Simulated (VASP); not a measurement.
# Mg (P6/mmm) in VASP: a series of runs

The runs below take Mg through single point, with PBE.

Everything below comes from runs of VASP 6.6.1. Logs are shortened: lines on timing, memory, paths and dates and some standing lists are left out, and cuts for length are marked.

### 1 The cell of the first run

It takes space group P6/mmm (No. 191, hexagonal). The conventional cell has a = 3.098 Å, b = 3.098 Å, c = 3.127 Å, α = 90.00°, β = 90.00°, γ = 120.00°. Within 4.1 Å of Mg (site symmetry 6/mmm) lie 8 Mg at 3.10 to 3.13 Å.

### 2 Single point, PBE

INCAR

```
SYSTEM = Mg
PREC = Accurate
ENCUT = 520
EDIFF = 1E-6
ISMEAR = -1
SIGMA = 0.08
LREAL = .FALSE.
LASPH = .TRUE.
NELM = 80
ALGO = Normal
ISIF = 2
LWAVE = .FALSE.
LCHARG = .FALSE.
GGA = PE
NBANDS = 7
```

KPOINTS

```
Automatic mesh
0
G
  14 14 13
  0 0 0
```

POSCAR

```
Mg
1.0
    3.0981663327      0.0000000000      0.0000000000
   -1.5490831663      2.6830907492      0.0000000000
    0.0000000000      0.0000000000      3.1267175725
Mg
1
Direct
    0.0000000000      0.0000000000      0.0000000000
```

Potentials or basis: VASP PAW PBE potentials, release 64 (Mg).

Run with:

```
cat potpaw_PBE.64/Mg/POTCAR > POTCAR
mpirun -np 1 vasp_std > vasp.out
```

OUTCAR:

```text
SYSTEM = Mg
   PREC = Accurate
   ENCUT = 520
   EDIFF = 1E-6
   ISMEAR = -1
   LREAL = .FALSE.
   LASPH = .TRUE.
   NELM = 80
   ISIF = 2
   GGA = PE

 ion  position               nearest neighbor table
   1  0.000  0.000  0.000-

  LATTYP: Found a hexagonal cell.
 ALAT       =     3.0981663327
 C/A-ratio  =     1.0092155284

  Lattice vectors:

 A1 = (   3.0981663327,   0.0000000000,   0.0000000000)
 A2 = (  -1.5490831663,   2.6830907492,   0.0000000000)
 A3 = (   0.0000000000,   0.0000000000,   3.1267175725)

Analysis of symmetry for initial positions (statically):
=====================================================================
 Subroutine PRICEL returns:
 Original cell was already a primitive cell.

 Routine SETGRP: Setting up the symmetry group for a
 hexagonal supercell.

 Subroutine GETGRP returns: Found 24 space group operations
 (whereof 24 operations were pure point group operations)
 out of a pool of 24 trial point group operations.

The static configuration has the point symmetry D_6h.

Analysis of symmetry for dynamics (positions and initial velocities):
=====================================================================
 Subroutine PRICEL returns:
 Original cell was already a primitive cell.

 Routine SETGRP: Setting up the symmetry group for a
 hexagonal supercell.

 Subroutine GETGRP returns: Found 24 space group operations
 (whereof 24 operations were pure point group operations)
 out of a pool of 24 trial point group operations.

The dynamic configuration has the point symmetry D_6h.

 Subroutine INISYM returns: Found 24 space group operations
 (whereof 24 operations are pure point group operations),
 and found     1 'primitive' translations

----------------------------------------------------------------------------------------

                                     Primitive cell

  volume of cell :      25.9913

  direct lattice vectors                    reciprocal lattice vectors
     3.098166333  0.000000000  0.000000000     0.322771566  0.186352251  0.000000000
    -1.549083166  2.683090749  0.000000000     0.000000000  0.372704501  0.000000000
     0.000000000  0.000000000  3.126717573     0.000000000  0.000000000  0.319824217

  length of vectors
     3.098166333  3.098166333  3.126717573     0.372704501  0.372704501  0.319824217

  position of ions in fractional coordinates (direct lattice)
     0.000000000  0.000000000  0.000000000

  ion indices of the primitive-cell ions
   primitive index   ion index
                 1           1

----------------------------------------------------------------------------------------

 KPOINTS: Automatic mesh

Automatic generation of k-mesh.
 Grid dimensions read from file:
 generate k-points for:   14   14   13

 Generating k-lattice:

  Cartesian coordinates                     Fractional coordinates (reciprocal lattice)
     0.023055112  0.013310875  0.000000000     0.071428571  0.000000000  0.000000000
     0.000000000  0.026621750  0.000000000     0.000000000  0.071428571  0.000000000
     0.000000000  0.000000000  0.024601863     0.000000000  0.000000000  0.076923077

  Length of vectors
     0.026621750  0.026621750  0.024601863

  Shift w.r.t. Gamma in fractional coordinates (k-lattice)
     0.000000000  0.000000000  0.000000000

 Subroutine IBZKPT returns following result:
 ===========================================

 Found    168 irreducible k-points:

 Following reciprocal coordinates:
            Coordinates               Weight
  0.000000  0.000000  0.000000      1.000000
  0.071429  0.000000  0.000000      6.000000
  0.142857 -0.000000  0.000000      6.000000
  0.214286 -0.000000  0.000000      6.000000
  0.285714  0.000000  0.000000      6.000000
  0.357143 -0.000000  0.000000      6.000000
[... 16 lines left out ...]
  0.285714  0.285714  0.000000      6.000000
  0.357143  0.285714  0.000000      6.000000
 [... further k-points ...]
   k-points           NKPTS =    168   k-points in BZ     NKDIM =    168   number of bands    NBANDS=      7
   number of dos      NEDOS =    301   number of ions     NIONS =      1
   total plane-waves  NPLWV =  13824
   dimension x,y,z NGX =    24 NGY =   24 NGZ =   24
   dimension x,y,z NGXF=    48 NGYF=   48 NGZF=   48
   ions per type =               1
   NGX,Y,Z   is equivalent  to a cutoff of  12.88, 12.88, 12.76 a.u.
   NGXF,Y,Z  is equivalent  to a cutoff of  25.76, 25.76, 25.52 a.u.
 SYSTEM =  Mg
   PREC   = accura    normal or accurate (medium, high low for compatibility)
   ISTART =      0    job   : 0-new  1-cont  2-samecut
   ICHARG =      2    charge: 1-file 2-atom 10-const
   ISPIN  =      1    spin polarized calculation?
   LNONCOLLINEAR =      F non collinear calculations
   LSORBIT =      F    spin-orbit coupling
   LASPH  =      T    aspherical Exc in radial PAW
   ENCUT  =  520.0 eV  38.22 Ry    6.18 a.u.   5.76  5.76  5.81*2*pi/ulx,y,z
   NELM   =     80;   NELMIN=  2; NELMDL= -5     # of ELM steps
   EDIFF  = 0.1E-05   stopping-criterion for ELM
   LREAL  =      F    real-space projection
   EDIFFG = 0.1E-04   stopping-criterion for IOM
   NSW    =      0    number of steps for IOM
   IBRION =     -1    ionic relax: 0-MD 1-quasi-New 2-CG
   NFREE  =      0    steps in history (QN), initial steepest desc. (CG)
   ISIF   =      2    stress and relaxation
   ISYM   =      2    0-nonsym 1-usesym 2-fastsym
   POTIM  = 0.5000    time-step for ionic-motion
   TEBEG  =    0.0;   TEEND  =   0.0 temperature during run
   PSTRESS=    0.0 pullay stress
   NELECT =       2.0000    total number of electrons
   NUPDOWN=      -1.0000    fix difference up-down
   EMIN   =  10.00;   EMAX   =-10.00  energy-range for DOS
   EFERMI =   0.00;   METHOD = LEGACY
   ISMEAR =    -1;   SIGMA  =   0.08  broadening in eV -4-tet -1-fermi 0-gaus
   EFERMI_NEDOS =   21; number of points for ismear=-14 and -15
   IALGO  =     38    algorithm
   IMIX   =      4    mixing-type and parameters
     AMIX     =   0.40;   BMIX     =  1.00
     AMIX_MAG =   1.60;   BMIX_MAG =  1.00
  volume/ion in A,a.u.               =      25.99       175.40
  Fermi-wavevector in a.u.,A,eV,Ry     =   0.696320  1.315853  6.596933  0.484861
  Thomas-Fermi vector in A             =   1.779337
   LORBIT       =      0    0 simple, 1 ext, 2 COOP (PROOUT), +10 PAW based schemes
   GGA     = PE    functional components
   LHFCALC =     F    Hartree Fock is set to
   AEXX    =    0.0000 exact exchange contribution
   IVDW    =     0    specifies the selected vdW correction
   LEPSILON=     F    determine dielectric tensor
   LRPA    =     F    only Hartree local field effects (RPA)
 non-spin polarized calculation
  energy-cutoff  :      520.00
  volume of cell :       25.99
 maximum number of plane-waves:       714
 NGX is ok and might be reduce to    24
   NGX = 11   NGY = 11   NGZ = 11

 number of electron       2.0000000 magnetization

 Free energy of the ion-electron system (eV)
  ---------------------------------------------------
  ext. energy  EPLUGINS =         0.00000000
  ---------------------------------------------------
  free energy    TOTEN  =        -1.28033625 eV

  energy without entropy =       -1.26984912  energy(sigma->0) =       -1.27509268

 E-fermi :   1.9840     XC(G=0):  -8.0881

 val. band max:        1.9795674874   @ k =   0.4286   0.1429   0.2308
 cond. band min:       2.0010991747   @ k =   0.1429   0.0714   0.3846
 fundamental gap:      0.0215316873
 Fermi energy:         1.9840231138

 k-point     1 :       0.0000    0.0000    0.0000
  band No.  band energies     occupation
      1      -4.4259      2.00000
      2       9.6637      0.00000
      3      10.1385      0.00000
      4      14.2980      0.00000
      5      14.2980      0.00000
      6      15.1823      0.00000
      7      15.1823      0.00000

 k-point     2 :       0.0714    0.0000    0.0000
  band No.  band energies     occupation
      1      -4.3190      2.00000
      2       9.6567      0.00000
      3      10.2287      0.00000
      4      12.6384      0.00000
      5      13.4983      0.00000
      6      15.1058      0.00000
      7      16.1645      0.00000

 k-point     3 :       0.1429   -0.0000    0.0000
  band No.  band energies     occupation
      1      -3.9990      2.00000
      2       9.3189      0.00000
      3      10.4994      0.00000
      4      10.8312      0.00000
      5      12.5511      0.00000
      6      14.5274      0.00000
      7      17.6571      0.00000

 k-point     4 :       0.2143   -0.0000    0.0000
  band No.  band energies     occupation
      1      -3.4680      2.00000
      2       7.7099      0.00000
      3      10.3814      0.00000
      4      10.9514      0.00000
      5      11.7610      0.00000
      6      14.1193      0.00000
      7      19.3483      0.00000

 k-point     5 :       0.2857    0.0000    0.0000
  band No.  band energies     occupation
      1      -2.7293      2.00000
      2       5.7617      0.00000
      3      10.3225      0.00000
      4      11.1444      0.00000
      5      11.5850      0.00000
      6      14.1264      0.00000
      7      19.2223      0.00000
[... 161 lines left out ...]
 k-point    22 :       0.3571    0.2143    0.0000
  band No.  band energies     occupation
      1       0.6643      2.00000
      2       2.1262      0.28940
      3       4.9509      0.00000
      4      14.5746      0.00000
      5      15.1728      0.00000
      6      15.9142      0.00000
      7      16.8932      0.00000

 k-point    23 :       0.2857    0.2857    0.0000
  band No.  band energies     occupation
      1       0.5695      2.00000
      2       3.1779      0.00000
      3       3.7124      0.00000
      4      14.4988      0.00000
      5      15.4946      0.00000
      6      17.0567      0.00000
      7      17.0906      0.00000

 k-point    24 :       0.3571    0.2857    0.0000
  band No.  band energies     occupation
      1       1.7001      1.94413
      2       2.0574      0.57095
      3       3.4206      0.00000
      4      15.5640      0.00000
      5      15.8302      0.00000
      6      16.4338      0.00000
      7      16.9809      0.00000

 [... further k-points ...]
[... 5 lines left out ...]
  --------------------------------------------------------------------------------------
  -------------------------------------------------------------------------------------
  Total       -0.0652164     -0.0652164     -0.0579288     -0.0000000      0.0000000      0.0000000
  in kB       -4.0201192     -4.0201192     -3.5708882     -0.0000000      0.0000000      0.0000000
  external PRESSURE =      -3.8703755 kB  Pullay stress =       0.0000000 kB

 VOLUME and BASIS-vectors are now :
 -----------------------------------------------------------------------------
  energy-cutoff  :      520.00
  volume of cell :       25.99
      direct lattice vectors                 reciprocal lattice vectors
     3.098166333  0.000000000  0.000000000     0.322771566  0.186352251  0.000000000
    -1.549083166  2.683090749  0.000000000     0.000000000  0.372704501  0.000000000
     0.000000000  0.000000000  3.126717573     0.000000000  0.000000000  0.319824217

 POSITION                                       TOTAL-FORCE (eV/Angst)
 -----------------------------------------------------------------------------------
      0.00000      0.00000      0.00000         0.000000      0.000000      0.000000
 -----------------------------------------------------------------------------------
    total drift:                               -0.000000      0.000000      0.000000

  FREE ENERGIE OF THE ION-ELECTRON SYSTEM (eV)
  ---------------------------------------------------
  free  energy   TOTEN  =        -1.2803362478 eV

  energy  without entropy=       -1.2698491168  energy(sigma->0) =       -1.27509268
```

Run time: 29 s. Hardware: 1 thread of AMD EPYC 7R13, shared host; peak memory 0.13 GiB.

What came out:

| Quantity | Value |
| --- | --- |
| Free energy | -1.2803 eV |
| Pressure | -0.4 GPa |
| Band gap on the k mesh | zero (band 1 reaches 4.34 eV, above the bottom of band 2 at 0.08 eV) |

### 3 Single point, PBE

INCAR

```
PREC = Accurate
ENCUT = 520
EDIFF = 1E-6
ISMEAR = -1
SIGMA = 0.08
LREAL = F
LASPH = T
NELM = 100
ALGO = Normal
ISIF = 2
LWAVE = F
LCHARG = F
GGA = PE
NBANDS = 7
```

KPOINTS

```
regular mesh
0
Gamma
  14 14 13
```

POSCAR is that of step 2.

Potentials or basis: VASP PAW PBE potentials, release 64 (Mg).

Run with:

```
cat potpaw_PBE.64/Mg/POTCAR > POTCAR
mpirun -np 1 vasp_std > vasp.out
```

Run time: 29 s. Hardware: 1 thread of AMD EPYC 7R13, shared host; peak memory 0.13 GiB.

Results (log left out):

```
Free energy            : -1.2803 eV
Pressure               : -0.4 GPa
Band gap on the k mesh : zero (band 1 reaches 4.34 eV, above the bottom of band 2 at 0.08 eV)
```

Levels at points of the mesh, in eV from the Fermi level:
```
           k point  band 1  band 2  band 3  band 4
(0.00, 0.00, 0.00)   -6.41    7.68    8.15   12.31
(0.50, 0.00, 0.00)   -1.46   -1.12    8.08    8.37
```
